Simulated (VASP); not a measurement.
# SnO2 (I4/mmm) in VASP: notebook

Runs on SnO2. Level: PBE. Tasks: single point.

Everything below comes from runs of VASP 6.6.1. Logs are shortened: lines on timing, memory, paths and dates and some standing lists are left out, and cuts for length are marked.

## Step 1: The cell of the first run

Symmetry: I4/mmm, No. 139, tetragonal system. The conventional cell has a = 3.637 Å, b = 3.637 Å, c = 5.040 Å, α = 90.00°, β = 90.00°, γ = 90.00°. Within 2.9 Å of Sn (site symmetry 4/mmm) lie 8 O at 2.21 Å. O (site symmetry -4m2) has 4 Sn at 2.21 Å and 6 O at 2.52 to 2.57 Å within 2.9 Å.

## Step 2: Single point, PBE (strain -0.0200 x Voigt [0, 0, 1, 0, 0, 0])

Contents of INCAR:

```
SYSTEM = SnO2
  ALGO = Normal
  EDIFF = 1E-6
  ENCUT = 520
  GGA = PE
  ISIF = 2
  ISMEAR = 0
  LASPH = .True.
  LCHARG = .True.
  LELF = .True.
  LREAL = .False.
  LVHAR = .True.
  LWAVE = .False.
  NBANDS = 20
  NELM = 80
  PREC = Accurate
  SIGMA = 0.15
```

Contents of KPOINTS:

```
k-points
0
Gamma
  16 16 16
  0 0 0
```

Contents of POSCAR:

```
SnO2
1.0
    0.0000000000      2.5716524213      2.5202193729
    2.5716524213      0.0000000000      2.5202193729
    2.5716524213      2.5716524213      0.0000000000
Sn O
1 2
Direct
    0.0000000000      0.0000000000      0.0000000000
    0.2500000000      0.2500000000      0.2500000000
    0.7500000000      0.7500000000      0.7500000000
```

Potentials or basis: VASP PAW PBE potentials, release 64 (Sn_d, O).

Launch:

```
$ cat potpaw_PBE.64/Sn_d/POTCAR potpaw_PBE.64/O/POTCAR > POTCAR
$ mpirun -np 1 vasp_std > vasp.out
```

OUTCAR:

```text
SYSTEM = SnO2
   EDIFF = 1E-6
   ENCUT = 520
   GGA = PE
   ISIF = 2
   ISMEAR = 0
   LASPH = .True.
   LREAL = .False.
   NELM = 80
   PREC = Accurate

 ion  position               nearest neighbor table
   1  0.000  0.000  0.000-   2 2.21   3 2.21   3 2.21   3 2.21   3 2.21   2 2.21   2 2.21   2 2.21

   2  0.250  0.250  0.250-   1 2.21   1 2.21   1 2.21   1 2.21
   3  0.750  0.750  0.750-   1 2.21   1 2.21   1 2.21   1 2.21

  LATTYP: Found a body centered tetragonal cell.
 ALAT       =     3.6368657319
 C/A-ratio  =     1.3859292911

  Lattice vectors:

 A1 = (   0.0000000000,  -2.5716524213,  -2.5202193729)
 A2 = (   0.0000000000,   2.5716524213,  -2.5202193729)
 A3 = (   2.5716524213,   0.0000000000,   2.5202193729)

Analysis of symmetry for initial positions (statically):
=====================================================================
 Subroutine PRICEL returns:
 Original cell was already a primitive cell.

 Routine SETGRP: Setting up the symmetry group for a
 body centered tetragonal supercell.

 Subroutine GETGRP returns: Found 16 space group operations
 (whereof 16 operations were pure point group operations)
 out of a pool of 16 trial point group operations.

The static configuration has the point symmetry D_4h.

Analysis of symmetry for dynamics (positions and initial velocities):
=====================================================================
 Subroutine PRICEL returns:
 Original cell was already a primitive cell.

 Routine SETGRP: Setting up the symmetry group for a
 body centered tetragonal supercell.

 Subroutine GETGRP returns: Found 16 space group operations
 (whereof 16 operations were pure point group operations)
 out of a pool of 16 trial point group operations.

The dynamic configuration has the point symmetry D_4h.

 Subroutine INISYM returns: Found 16 space group operations
 (whereof 16 operations are pure point group operations),
 and found     1 'primitive' translations

----------------------------------------------------------------------------------------

                                     Primitive cell

  volume of cell :      33.3344

  direct lattice vectors                    reciprocal lattice vectors
     0.000000000  2.571652421  2.520219373    -0.194427519  0.194427519  0.198395428
     2.571652421  0.000000000  2.520219373     0.194427519 -0.194427519  0.198395428
     2.571652421  2.571652421  0.000000000     0.194427519  0.194427519 -0.198395428

  length of vectors
     3.600680750  3.600680750  3.636865732     0.339064693  0.339064693  0.339064693

  position of ions in fractional coordinates (direct lattice)
     0.000000000  0.000000000  0.000000000
     0.250000000  0.250000000  0.250000000
     0.750000000  0.750000000  0.750000000

  ion indices of the primitive-cell ions
   primitive index   ion index
                 1           1
                 2           2
                 3           3

----------------------------------------------------------------------------------------

 KPOINTS: k-points

Automatic generation of k-mesh.
 Grid dimensions read from file:
 generate k-points for:   16   16   16

 Generating k-lattice:

  Cartesian coordinates                     Fractional coordinates (reciprocal lattice)
    -0.012151720  0.012151720  0.012399714     0.062500000  0.000000000  0.000000000
     0.012151720 -0.012151720  0.012399714     0.000000000  0.062500000  0.000000000
     0.012151720  0.012151720 -0.012399714     0.000000000  0.000000000  0.062500000

  Length of vectors
     0.021191543  0.021191543  0.021191543

  Shift w.r.t. Gamma in fractional coordinates (k-lattice)
     0.000000000  0.000000000  0.000000000

 Subroutine IBZKPT returns following result:
 ===========================================

 Found    349 irreducible k-points:

 Following reciprocal coordinates:
            Coordinates               Weight
  0.000000  0.000000  0.000000      1.000000
  0.062500  0.000000  0.000000      8.000000
  0.125000  0.000000  0.000000      8.000000
  0.187500 -0.000000  0.000000      8.000000
  0.250000  0.000000  0.000000      8.000000
  0.312500  0.000000  0.000000      8.000000
[... 16 lines left out ...]
 -0.125000  0.062500  0.000000      8.000000
 -0.062500  0.062500  0.000000      4.000000
 [... further k-points ...]
   k-points           NKPTS =    349   k-points in BZ     NKDIM =    349   number of bands    NBANDS=     20
   number of dos      NEDOS =    301   number of ions     NIONS =      3
   total plane-waves  NPLWV =  21952
   dimension x,y,z NGX =    28 NGY =   28 NGZ =   28
   dimension x,y,z NGXF=    56 NGYF=   56 NGZF=   56
   ions per type =               1   2
   NGX,Y,Z   is equivalent  to a cutoff of  12.93, 12.93, 12.80 a.u.
   NGXF,Y,Z  is equivalent  to a cutoff of  25.86, 25.86, 25.60 a.u.
 SYSTEM =  SnO2
   PREC   = accura    normal or accurate (medium, high low for compatibility)
   ISTART =      0    job   : 0-new  1-cont  2-samecut
   ICHARG =      2    charge: 1-file 2-atom 10-const
   ISPIN  =      1    spin polarized calculation?
   LNONCOLLINEAR =      F non collinear calculations
   LSORBIT =      F    spin-orbit coupling
   LASPH  =      T    aspherical Exc in radial PAW
   ENCUT  =  520.0 eV  38.22 Ry    6.18 a.u.   6.69  6.69  6.76*2*pi/ulx,y,z
   NELM   =     80;   NELMIN=  2; NELMDL= -5     # of ELM steps
   EDIFF  = 0.1E-05   stopping-criterion for ELM
   LREAL  =      F    real-space projection
   EDIFFG = 0.1E-04   stopping-criterion for IOM
   NSW    =      0    number of steps for IOM
   IBRION =     -1    ionic relax: 0-MD 1-quasi-New 2-CG
   NFREE  =      0    steps in history (QN), initial steepest desc. (CG)
   ISIF   =      2    stress and relaxation
   ISYM   =      2    0-nonsym 1-usesym 2-fastsym
   POTIM  = 0.5000    time-step for ionic-motion
   TEBEG  =    0.0;   TEEND  =   0.0 temperature during run
   PSTRESS=    0.0 pullay stress
   NELECT =      26.0000    total number of electrons
   NUPDOWN=      -1.0000    fix difference up-down
   EMIN   =  10.00;   EMAX   =-10.00  energy-range for DOS
   EFERMI =   0.00;   METHOD = LEGACY
   ISMEAR =     0;   SIGMA  =   0.15  broadening in eV -4-tet -1-fermi 0-gaus
   EFERMI_NEDOS =   21; number of points for ismear=-14 and -15
   IALGO  =     38    algorithm
   IMIX   =      4    mixing-type and parameters
     AMIX     =   0.40;   BMIX     =  1.00
     AMIX_MAG =   1.60;   BMIX_MAG =  1.00
  volume/ion in A,a.u.               =      11.11        74.98
  Fermi-wavevector in a.u.,A,eV,Ry     =   1.506960  2.847741 30.897847  2.270928
  Thomas-Fermi vector in A             =   2.617609
   LORBIT       =      0    0 simple, 1 ext, 2 COOP (PROOUT), +10 PAW based schemes
   GGA     = PE    functional components
   LHFCALC =     F    Hartree Fock is set to
   AEXX    =    0.0000 exact exchange contribution
   IVDW    =     0    specifies the selected vdW correction
   LEPSILON=     F    determine dielectric tensor
   LRPA    =     F    only Hartree local field effects (RPA)
 non-spin polarized calculation
 Gauss-broadening in eV      SIGMA  =   0.15
  energy-cutoff  :      520.00
  volume of cell :       33.33
 maximum number of plane-waves:       925
   NGX = 13   NGY = 13   NGZ = 13

 number of electron      25.9999985 magnetization

 Free energy of the ion-electron system (eV)
  ---------------------------------------------------
  ext. energy  EPLUGINS =         0.00000000
  ---------------------------------------------------
  free energy    TOTEN  =       -17.89265045 eV

  energy without entropy =      -17.89247719  energy(sigma->0) =      -17.89256382

 E-fermi :   7.9719     XC(G=0): -11.7887

 val. band max:        7.7589837896   @ k =  -0.3125   0.5000   0.1875
 cond. band min:       8.2127421310   @ k =   0.0625   0.0000   0.0000
 fundamental gap:      0.4537583413
 Fermi energy:         7.9718756053

 k-point     1 :       0.0000    0.0000    0.0000
  band No.  band energies     occupation
      1     -12.8940      2.00000
      2     -12.8940      2.00000
      3     -12.8727      2.00000
      4     -12.7536      2.00000
      5     -12.7429      2.00000
      6     -11.8245      2.00000
[... 12 lines left out ...]
     19      22.6178      0.00000
     20      23.1693      0.00000

 k-point     2 :       0.0625    0.0000    0.0000
  band No.  band energies     occupation
      1     -12.9048      2.00000
      2     -12.8908      2.00000
      3     -12.8735      2.00000
      4     -12.7538      2.00000
      5     -12.7429      2.00000
      6     -11.7855      2.00000
[... 12 lines left out ...]
     19      22.6308      0.00000
     20      23.1750      0.00000

 k-point     3 :       0.1250    0.0000    0.0000
  band No.  band energies     occupation
      1     -12.9473      2.00000
      2     -12.8824      2.00000
      3     -12.8678      2.00000
      4     -12.7540      2.00000
      5     -12.7426      2.00000
      6     -11.6647      2.00000
[... 12 lines left out ...]
     19      22.6694      0.00000
     20      23.1921      0.00000

 k-point     4 :       0.1875   -0.0000    0.0000
  band No.  band energies     occupation
      1     -13.0187      2.00000
      2     -12.8713      2.00000
      3     -12.8577      2.00000
      4     -12.7528      2.00000
      5     -12.7408      2.00000
      6     -11.4568      2.00000
[... 12 lines left out ...]
     19      22.9943      0.00000
     20      23.2259      0.00000

 k-point     5 :       0.2500    0.0000    0.0000
  band No.  band energies     occupation
      1     -13.1064      2.00000
      2     -12.8608      2.00000
      3     -12.8483      2.00000
      4     -12.7483      2.00000
      5     -12.7358      2.00000
      6     -11.1654      2.00000
[... 12 lines left out ...]
     19      23.2210      0.00000
     20      23.7085      0.00000

 k-point     6 :       0.3125    0.0000    0.0000
  band No.  band energies     occupation
      1     -13.1944      2.00000
      2     -12.8535      2.00000
      3     -12.8425      2.00000
      4     -12.7401      2.00000
      5     -12.7273      2.00000
      6     -10.8041      2.00000
[... 12 lines left out ...]
     19      23.2076      0.00000
     20      23.8112      0.00000

 k-point     7 :       0.3750   -0.0000    0.0000
  band No.  band energies     occupation
      1     -13.2682      2.00000
      2     -12.8500      2.00000
      3     -12.8404      2.00000
      4     -12.7302      2.00000
      5     -12.7175      2.00000
      6     -10.3970      2.00000
[... 12 lines left out ...]
     19      23.1433      0.00000
     20      23.5314      0.00000
[... 277 lines left out ...]
 k-point    20 :      -0.3125    0.0625    0.0000
  band No.  band energies     occupation
      1     -13.2131      2.00000
      2     -12.8549      2.00000
      3     -12.8488      2.00000
      4     -12.7351      2.00000
      5     -12.7314      2.00000
      6     -10.6458      2.00000
[... 12 lines left out ...]
     19      22.7878      0.00000
     20      24.5844      0.00000

 k-point    21 :      -0.2500    0.0625    0.0000
  band No.  band energies     occupation
      1     -13.1317      2.00000
      2     -12.8575      2.00000
      3     -12.8558      2.00000
      4     -12.7411      2.00000
      5     -12.7406      2.00000
      6     -11.0244      2.00000
[... 12 lines left out ...]
     19      22.7331      0.00000
     20      24.4566      0.00000

 k-point    22 :      -0.1875    0.0625    0.0000
  band No.  band energies     occupation
      1     -13.0477      2.00000
      2     -12.8665      2.00000
      3     -12.8610      2.00000
      4     -12.7461      2.00000
      5     -12.7454      2.00000
      6     -11.3395      2.00000
[... 12 lines left out ...]
     19      22.7337      0.00000
     20      23.9298      0.00000

 k-point    23 :      -0.1250    0.0625    0.0000
  band No.  band energies     occupation
      1     -12.9772      2.00000
      2     -12.8781      2.00000
      3     -12.8636      2.00000
      4     -12.7495      2.00000
      5     -12.7463      2.00000
      6     -11.5744      2.00000
[... 12 lines left out ...]
     19      22.6371      0.00000
     20      23.4099      0.00000

 k-point    24 :      -0.0625    0.0625    0.0000
  band No.  band energies     occupation
      1     -12.9306      2.00000
      2     -12.8872      2.00000
      3     -12.8658      2.00000
      4     -12.7518      2.00000
      5     -12.7449      2.00000
      6     -11.7220      2.00000
[... 12 lines left out ...]
     19      22.6203      0.00000
     20      23.2384      0.00000

 [... further k-points ...]

------------------------ aborting loop because EDIFF is reached ----------------------------------------

  FORCE on cell =-STRESS in cart. coord.  units (eV):
  Direction    XX          YY          ZZ          XY          YZ          ZX
  --------------------------------------------------------------------------------------
  -------------------------------------------------------------------------------------
  Total        0.3453752      0.3453752      2.1939109      0.0000000      0.0000000      0.0000000
  in kB       16.6000279     16.6000279    105.4475979      0.0000000      0.0000000      0.0000000
  external PRESSURE =      46.2158846 kB  Pullay stress =       0.0000000 kB

 VOLUME and BASIS-vectors are now :
 -----------------------------------------------------------------------------
  energy-cutoff  :      520.00
  volume of cell :       33.33
      direct lattice vectors                 reciprocal lattice vectors
     0.000000000  2.571652421  2.520219373    -0.194427519  0.194427519  0.198395428
     2.571652421  0.000000000  2.520219373     0.194427519 -0.194427519  0.198395428
     2.571652421  2.571652421  0.000000000     0.194427519  0.194427519 -0.198395428

 POSITION                                       TOTAL-FORCE (eV/Angst)
 -----------------------------------------------------------------------------------
      0.00000      0.00000      0.00000        -0.000000     -0.000000     -0.000000
      1.28583      1.28583      1.26011         0.000000      0.000000      0.000000
      3.85748      3.85748      3.78033        -0.000000     -0.000000     -0.000000
 -----------------------------------------------------------------------------------
    total drift:                               -0.000000     -0.000000      0.000000

  FREE ENERGIE OF THE ION-ELECTRON SYSTEM (eV)
  ---------------------------------------------------
  free  energy   TOTEN  =       -17.8926504463 eV

  energy  without entropy=      -17.8924771887  energy(sigma->0) =      -17.89256382
```

Run time: 87 s. Hardware: 1 thread of Intel Xeon 6975P-C (Granite Rapids), shared host; peak memory 0.32 GiB.

Results:

* Free energy: -17.8927 eV
* Pressure: 4.6 GPa
* Band gap on the k mesh: zero (bands 13 and 14 overlap by 0.05 eV)

Stress tensor (GPa, compression positive):
```
 1.66  0.00  0.00
 0.00  1.66  0.00
 0.00  0.00 10.54
```

Caveat: the cell differs from its parent crystal (strain -0.0200 x Voigt [0, 0, 1, 0, 0, 0]); the cell stands under pressure; semilocal functionals underestimate gaps, so a narrow gap can read as zero; spin-orbit coupling is left out, which moves the levels of the heavy elements.

## Step 3: Single point, PBE (strain -0.0100 x Voigt [0, 0, 1, 0, 0, 0])

Contents of INCAR:

```
SYSTEM = SnO2
ALGO = Normal
EDIFF = 1E-6
ENCUT = 520
GGA = PE
ISIF = 2
ISMEAR = 0
LASPH = .TRUE.
LCHARG = .TRUE.
LELF = .TRUE.
LREAL = .FALSE.
LVHAR = .TRUE.
LWAVE = .FALSE.
NBANDS = 20
NELM = 100
PREC = Accurate
SIGMA = 0.15
```

Contents of KPOINTS:

```
k-points
0
G
  16 16 16
  0 0 0
```

Contents of POSCAR:

```
SnO2
1.0
    0.0000000000      2.5716524213      2.5459358971
    2.5716524213      0.0000000000      2.5459358971
    2.5716524213      2.5716524213      0.0000000000
Sn O
1 2
Direct
    0.0000000000      0.0000000000      0.0000000000
    0.2500000000      0.2500000000      0.2500000000
    0.7500000000      0.7500000000      0.7500000000
```

Potentials or basis: VASP PAW PBE potentials, release 64 (Sn_d, O).

Launch:

```
$ cat potpaw_PBE.64/Sn_d/POTCAR potpaw_PBE.64/O/POTCAR > POTCAR
$ mpirun -np 1 vasp_std > vasp.out
```

Run time: 87 s. Hardware: 1 thread of Intel Xeon 6975P-C (Granite Rapids), shared host; peak memory 0.32 GiB.

The run converged. Its results:

```yaml
Free_energy: -17.9100 eV
Pressure: 2.5 GPa
Band_gap_on_the_k_mesh: zero (bands 13 and 14 overlap by 0.09 eV)
```

Stress tensor (GPa, compression positive):
```
1.07 0.00 0.00
0.00 1.07 0.00
0.00 0.00 5.41
```

Levels at points of the mesh, in eV from the Fermi level:
```tsv
k point	band 9	band 10	band 11	band 12	band 13	band 14	band 15	band 16	band 17	band 18
(0.00, 0.00, 0.00)	-3.05	-3.05	-1.62	-1.62	-1.45	-0.30	6.74	6.80	6.80	13.06
(0.50, 0.00, 0.00)	-4.01	-3.54	-3.48	-2.30	-2.27	4.36	7.66	9.91	9.92	14.94
(0.50, 0.50, 0.00)	-5.60	-5.60	-0.45	-0.45	-0.26	2.79	6.66	9.61	11.70	11.70
(0.50, 0.00, 0.50)	-5.56	-5.54	-0.47	-0.37	-0.35	2.94	6.76	9.55	11.62	11.70
```

Caveat: the cell differs from its parent crystal (strain -0.0100 x Voigt [0, 0, 1, 0, 0, 0]); semilocal functionals underestimate gaps, so a narrow gap can read as zero; spin-orbit coupling is left out, which moves the levels of the heavy elements.

## Step 4: Single point, PBE (strain +0.0050 x Voigt [0, 0, 1, 0, 0, 0])

Contents of INCAR:

```
PREC     = Accurate       # precision mode
ENCUT    = 520            # plane-wave cutoff, eV
EDIFF    = 1E-6           # SCF threshold, eV
ISMEAR   = 0              # smearing method
SIGMA    = 0.15           # smearing width, eV
LREAL    = False          # projectors in reciprocal space
LASPH    = True           # aspherical terms in the spheres
NELM     = 100            # most SCF steps
ALGO     = Normal         # electronic algorithm
ISIF     = 2              # what is computed and relaxed
LWAVE    = False          # write WAVECAR
LCHARG   = False          # write CHGCAR
GGA      = PE             # functional
NBANDS   = 20             # bands
```

Contents of KPOINTS:

```
regular mesh
0
Gamma
  16 16 16
```

Contents of POSCAR:

```
SnO2
1.0
    0.0000000000      2.5716524213      2.5845106834
    2.5716524213      0.0000000000      2.5845106834
    2.5716524213      2.5716524213      0.0000000000
Sn O
1 2
Direct
    0.0000000000      0.0000000000      0.0000000000
    0.2500000000      0.2500000000      0.2500000000
    0.7500000000      0.7500000000      0.7500000000
```

Launch:

```
$ cat potpaw_PBE.64/Sn_d/POTCAR potpaw_PBE.64/O/POTCAR > POTCAR
$ mpirun -np 1 vasp_std > vasp.out
```

It took 89 s on 1 thread of Intel Xeon 6975P-C (Granite Rapids), shared host; peak memory 0.32 GiB.

Results (log left out):

| Item | Value |
| --- | --- |
| Free energy | -17.9163 eV |
| Pressure | -0.4 GPa |
| Band gap on the k mesh | zero (bands 13 and 14 overlap by 0.22 eV) |

Stress tensor (GPa, compression positive):
```
 0.32  0.00  0.00
 0.00  0.32  0.00
 0.00  0.00 -1.77
```

Levels at points of the mesh, in eV from the Fermi level:
```tsv
k point	band 9	band 10	band 11	band 12	band 13	band 14	band 15	band 16	band 17	band 18
(0.00, 0.00, 0.00)	-2.99	-2.97	-1.56	-1.48	-1.48	-0.41	6.75	6.75	6.78	12.99
(0.50, 0.00, 0.00)	-3.91	-3.43	-3.40	-2.22	-2.21	4.26	7.62	9.81	9.82	14.89
(0.50, 0.50, 0.00)	-5.42	-5.42	-0.38	-0.38	-0.33	2.89	6.67	9.53	11.52	11.52
(0.50, 0.00, 0.50)	-5.45	-5.44	-0.42	-0.36	-0.27	2.82	6.62	9.55	11.52	11.56
```

Caveat: the cell differs from its parent crystal (strain +0.0050 x Voigt [0, 0, 1, 0, 0, 0]); semilocal functionals underestimate gaps, so a narrow gap can read as zero; spin-orbit coupling is left out, which moves the levels of the heavy elements.

(Part 1 of 2 ends here.)
